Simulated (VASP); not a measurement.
Input of a VASP 6.6.1 run:

Contents of INCAR:

```
SYSTEM = CuI
PREC = Accurate
ENCUT = 520
EDIFF = 1E-7
ISMEAR = 0
SIGMA = 0.05
LREAL = .FALSE.
LASPH = .TRUE.
NELM = 100
ALGO = Normal
ISIF = 2
LWAVE = .FALSE.
LCHARG = .TRUE.
GGA = PS
LELF = .TRUE.
LVHAR = .TRUE.
NBANDS = 26
```

The input KPOINTS:

```
regular mesh
0
G
  8 8 4
  0 0 0
```

File POSCAR:

```
CuI
1.0
    4.1020332170      0.0000000000      0.0000000000
    0.0000000000      3.9019340356      0.0000000000
    0.0000000000      0.0000000000      6.4805233832
Cu I
2 2
Direct
    0.5000000000      0.5000000000      0.0000000000
    0.0000000000      0.0000000000      0.0000000000
    0.5000000000      0.0000000000      0.2615206259
    0.0000000000      0.5000000000      0.7384793741
```

Potentials or basis: VASP PAW PBE potentials, release 64 (Cu, I).

Launch:

```bash
$ cat potpaw_PBE.64/Cu/POTCAR potpaw_PBE.64/I/POTCAR > POTCAR
$ mpirun -np 1 vasp_std > vasp.out
```

Q: Predict the pressure.

A: 0.3 GPa.

Q: Estimate the band gap on the k mesh.

A: 1.41 eV, direct.

Stress tensor (GPa, compression positive):
```
-1.70  0.00  0.00
 0.00  2.45  0.00
 0.00  0.00  0.27
```

Caveat: the cell differs from its parent crystal (strain +0.0250 x Voigt [1, -1, 0, 0, 0, 0]); the PAW data sets were made with another functional, which shifts forces and pressure a little; spin-orbit coupling is left out, which moves the levels of the heavy elements; this functional lacks dispersion, which binds the layers, so the pressure and a relaxed spacing across them are unreliable. A k mesh can miss the band edges.
